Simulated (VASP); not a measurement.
Input of a VASP 6.6.1 run:

Contents of INCAR:

```
PREC     = Accurate       # precision mode
ENCUT    = 500            # plane-wave cutoff, eV
EDIFF    = 1E-6           # SCF threshold, eV
ISMEAR   = 1              # smearing method
SIGMA    = 0.1            # smearing width, eV
LREAL    = F              # projectors in reciprocal space
LASPH    = T              # aspherical terms in the spheres
NELM     = 120            # most SCF steps
ALGO     = Normal         # electronic algorithm
ISIF     = 2              # what is computed and relaxed
LWAVE    = F              # write WAVECAR
LCHARG   = F              # write CHGCAR
GGA      = PE             # functional
NBANDS   = 36             # bands
GGA_COMPAT= F
```

File KPOINTS:

```
Automatic mesh
0
Gamma
  5 5 5
```

File POSCAR:

```
ZnBi3
1.0
    4.8731640000      0.0000000000      0.0000000000
    0.0000000000      4.8731640000      0.0000000000
    0.0000000000      0.0000000000      4.8731640000
Zn Bi
1 3
Direct
    0.0000000000      0.0000000000      0.0000000000
    0.0000000000      0.5000000000      0.5000000000
    0.5000000000      0.0000000000      0.5000000000
    0.5000000000      0.5000000000      0.0000000000
```

Potentials or basis: VASP PAW PBE potentials, release 64 (Zn, Bi_d).

The run is started by

```bash
$ cat potpaw_PBE.64/Zn/POTCAR potpaw_PBE.64/Bi_d/POTCAR > POTCAR
$ mpirun -np 1 vasp_std > vasp.out
```

Question: Estimate the band gap on the k mesh.

Answer: Zero (an odd number of electrons rules out a gap without spin polarisation).

Question: What does it give for the pressure?

Answer: -0.1 GPa.

Caveat: spin-orbit coupling is left out, which moves the levels of the heavy elements.
